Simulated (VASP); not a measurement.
Wanted: the native input for a VASP 6.6.1 run.

```
Task                   : single point
Functional             : PBE
Potentials or basis    : VASP PAW PBE potentials, release 64 (Ag)
Cutoff                 : 520 eV
k mesh                 : 18 × 18 × 18
Occupations            : fermi-dirac, width 0.08 eV
Spin                   : no spin polarisation
Dipole correction      : no
Further INCAR settings : ALGO = Normal; EDIFF = 1e-06; NBANDS = 12
```

The structure of Ag lies in POSCAR:

```
Ag
1.0
    0.0000000000      1.8293694377      1.8293694377
    1.8293694377      0.0000000000      1.8293694377
    1.8293694377      1.8293694377      0.0000000000
Ag
1
Direct
    0.0000000000      0.0000000000      0.0000000000
```

These files were run (other wordings do the same):

INCAR

```
SYSTEM = Ag
PREC = Accurate
ENCUT = 520
EDIFF = 1E-6
ISMEAR = -1
SIGMA = 0.08
LREAL = .FALSE.
LASPH = .TRUE.
NELM = 80
ALGO = Normal
ISIF = 2
LWAVE = .FALSE.
LCHARG = .TRUE.
GGA = PE
LELF = .TRUE.
LVHAR = .TRUE.
NBANDS = 12
```

KPOINTS

```
Automatic mesh
0
G
  18 18 18
  0 0 0
```

Potentials or basis: VASP PAW PBE potentials, release 64 (Ag).

The run is started by

```sh
$ cat potpaw_PBE.64/Ag/POTCAR > POTCAR
$ mpirun -np 1 vasp_std > vasp.out
```

It gave:

```json
{
 "Pressure": "99.2 GPa",
 "Band gap on the k mesh": "zero (an odd number of electrons rules out a gap without spin polarisation)"
}
```

Caveat: the cell stands under pressure.

Wall time 28 s on 1 thread of Intel Xeon 8259CL (shared host), peak memory 0.14 GiB.
